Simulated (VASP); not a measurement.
Here is a VASP 6.6.1 calculation.

Contents of INCAR:

```
SYSTEM = Ta4O
ALGO = Normal ; EDIFF = 1E-6
ENCUT = 520 ; GGA = PE
ISIF = 2 ; ISMEAR = 0
LASPH = .TRUE. ; LCHARG = .FALSE.
LREAL = .FALSE. ; LWAVE = .FALSE.
NBANDS = 33 ; NELM = 100
PREC = Accurate ; SIGMA = 0.1
```

Contents of KPOINTS:

```
k-points
0
G
  6 6 3
  0 0 0
```

File POSCAR:

```
Ta4O
1.0
    3.2574970000      0.0000000000      0.0000000000
    0.0000000000      3.2574970000      0.0000000000
    0.0000000000      0.0000000000      7.4093410000
Ta O
4 1
Direct
    0.0000000000      0.0000000000      0.5000000000
    0.5000000000      0.5000000000      0.7831580000
    0.5000000000      0.5000000000      0.2168420000
    0.0000000000      0.0000000000      0.0000000000
    0.5000000000      0.5000000000      0.5000000000
```

Potentials or basis: VASP PAW PBE potentials, release 64 (Ta_pv, O).

Launch:

```bash
$ cat potpaw_PBE.64/Ta_pv/POTCAR potpaw_PBE.64/O/POTCAR > POTCAR
$ mpirun -np 1 vasp_std > vasp.out
```

Q: What does it give for the pressure?

A: -0.5 GPa.

Q: Estimate the band gap on the k mesh.

A: Zero (band 25 reaches 6.64 eV, above the bottom of band 26 at 6.31 eV).

Forces on the atoms (eV/Å):
```
Ta   0.000  0.000  0.000
Ta   0.000  0.000 -0.073
Ta   0.000  0.000  0.073
Ta   0.000  0.000  0.000
O    0.000  0.000  0.000
```

Caveat: spin-orbit coupling is left out, which moves the levels of the heavy elements.
